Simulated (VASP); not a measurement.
A run of VASP 6.6.1:

File INCAR:

```
SYSTEM = SiGe2
PREC = Accurate
ENCUT = 520
EDIFF = 1E-7
ISMEAR = 0
SIGMA = 0.1
LREAL = .False.
LASPH = .True.
NELM = 60
ALGO = Normal
ISIF = 2
LWAVE = .False.
LCHARG = .False.
GGA = PE
NBANDS = 41
```

The input KPOINTS:

```
regular mesh
0
Gamma
  6 6 2
  0 0 0
```

File POSCAR:

```
SiGe2
1.0
    2.9907089143      0.0000000000      0.0000000000
   -1.4953544571      2.5900298951      0.0000000000
    0.0000000000      0.0000000000     13.9436797647
Si Ge
2 4
Direct
    0.6666666667      0.3333333333      0.1616660463
    0.6666666667      0.3333333333      0.8383339537
    0.3333333333      0.6666666667      0.0000000000
    0.3333333333      0.6666666667      0.3209137568
    0.3333333333      0.6666666667      0.6790862432
    0.6666666667      0.3333333333      0.5000000000
```

Potentials or basis: VASP PAW PBE potentials, release 64 (Si, Ge_d).

Command:

```sh
$ cat potpaw_PBE.64/Si/POTCAR potpaw_PBE.64/Ge_d/POTCAR > POTCAR
$ mpirun -np 1 vasp_std > vasp.out
```

Hardware: 1 thread of Intel Xeon 8259CL, with other jobs on the host.

Task: Estimate the wall time of this run.

Result: It took 2.5 min on 1 thread of Intel Xeon 8259CL, with other jobs on the host, peak memory 0.25 GiB. Counts: scf iterations 19, k points 14.
